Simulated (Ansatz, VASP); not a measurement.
# One calculation of HgTe, two programs

The input INCAR:

```
SYSTEM = HgTe
  PREC = Accurate
  ENCUT = 520
  EDIFF = 1E-6
  ISMEAR = 0
  SIGMA = 0.15
  LREAL = .False.
  LASPH = .True.
  NELM = 80
  ALGO = Normal
  ISIF = 2
  LWAVE = .False.
  LCHARG = .True.
  LELF = .True.
  LVHAR = .True.
  NBANDS = 16
```

The input KPOINTS:

```
regular mesh
0
Gamma
  18 18 18
  0 0 0
```

File POSCAR:

```
HgTe
1.0
   -2.9503648810      2.9503648810      1.6617107840
    2.9503648810     -2.9503648810      1.6617107840
    2.9503648810      2.9503648810     -1.6617107840
Hg Te
1 1
Direct
    0.2500000000      0.7500000000      0.5000000000
    0.0000000000      0.0000000000      0.0000000000
```

Input for Ansatz:

```yaml
crystal:
  lattice:
    - [-2.950364881, 2.950364881, 1.661710784]
    - [2.950364881, -2.950364881, 1.661710784]
    - [2.950364881, 2.950364881, -1.661710784]
  atoms:
    - { symbol: Hg, position: [0.25, 0.75, 0.5] }
    - { symbol: Te, position: [0.0, 0.0, 0.0] }
basis:
  ecutwfc: 420
kpoints:
  mp_grid: { grid: [18, 18, 18] }
hamiltonian:
  xc: lda
scf:
  occupations: { method: gaussian, width: 0.15 }
output:
  forces: true
  stress: true
  eigenvalues: true
  write_density: true
  write_potential: true
  elf: true
  volumetric_format: npy
```

Alike in both runs: task single point; functional LDA; k mesh 18 × 18 × 18; occupations gaussian, width 0.15 eV; no spin polarisation.

|  | VASP | Ansatz |
| --- | --- | --- |
| version | VASP 6.6.1 | Ansatz 0.2.0 |
| potentials or method | VASP PAW LDA potentials, release 64 (Hg, Te), cutoff 520 eV | scalar-relativistic, plane waves, PAW |
| valence electrons in the cell | 18 | 36 |

|  | VASP | Ansatz | Ansatz less VASP |
| --- | --- | --- | --- |
| gap on the k mesh at the Fermi level (eV) | none | none | - |
| pressure (GPa) | -5.0 | -5.2 | -0.19 |
| traceless stress, the component that is largest in VASP (GPa) | -0.26 | -0.22 | +0.045 |

LDA's correlation is that of Perdew and Zunger in VASP and of Perdew and Wang (1992) in Ansatz. A gap of «none» marks a metal or a gap that the smearing closes. VASP's potentials hold 18 valence electrons a cell and Ansatz's 36, so a difference there can come from the potentials and not from the codes.

Spin-orbit coupling is off throughout.
